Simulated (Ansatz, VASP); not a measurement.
Two plane-wave programs on PbF2

Contents of INCAR:

```
PREC = Accurate
ENCUT = 520
EDIFF = 1E-6
ISMEAR = 0
SIGMA = 0.01
LREAL = F
LASPH = T
NELM = 80
ALGO = Normal
ISIF = 2
LWAVE = F
LCHARG = F
GGA = PE
NBANDS = 21
```

The input KPOINTS:

```
regular mesh
0
Gamma
  6 6 6
```

Contents of POSCAR:

```
PbF2
1.0
    0.0000000000      2.9390809635      2.9390809635
    2.9390809635      0.0000000000      2.9390809635
    2.9390809635      2.9390809635      0.0000000000
Pb F
1 2
Direct
    0.0000000000      0.0000000000      0.0000000000
    0.2500000000      0.2500000000      0.2500000000
    0.7500000000      0.7500000000      0.7500000000
```

Input for Ansatz:

```yaml
crystal:
  lattice:
    - [0.0, 2.9390809635, 2.9390809635]
    - [2.9390809635, 0.0, 2.9390809635]
    - [2.9390809635, 2.9390809635, 0.0]
  atoms:
    - { symbol: Pb, position: [0.0, 0.0, 0.0] }
    - { symbol: F, position: [0.25, 0.25, 0.25] }
    - { symbol: F, position: [0.75, 0.75, 0.75] }
kpoints:
  mp_grid: { grid: [6, 6, 6] }
hamiltonian:
  xc: pbe
scf:
  occupations: { method: fixed }
  n_extra_bands: 4
output:
  forces: true
  stress: true
  eigenvalues: true
```

Alike in both runs: task single point; functional PBE; k mesh 6 × 6 × 6; no spin polarisation.

|  | VASP | Ansatz |
| --- | --- | --- |
| version | VASP 6.6.1 | Ansatz 0.2.0 |
| potentials or method | VASP PAW PBE potentials, release 64 (Pb_d, F) | plane waves, PAW |
| plane-wave cutoff (eV) | 520 | 420 |
| occupations | gaussian, width 0.01 eV | fixed |
| valence electrons in the cell | 28 | 28 |

VASP gave:

| Quantity | Value |
| --- | --- |
| gap on the k mesh at the Fermi level (eV) | 4.44 |
| pressure (GPa) | 4.6 |

Problem. What did Ansatz give for the same quantities?

Solution. gap on the k mesh at the Fermi level (eV): 4.44; pressure (GPa): 4.8.

Neither program's run includes spin-orbit coupling.
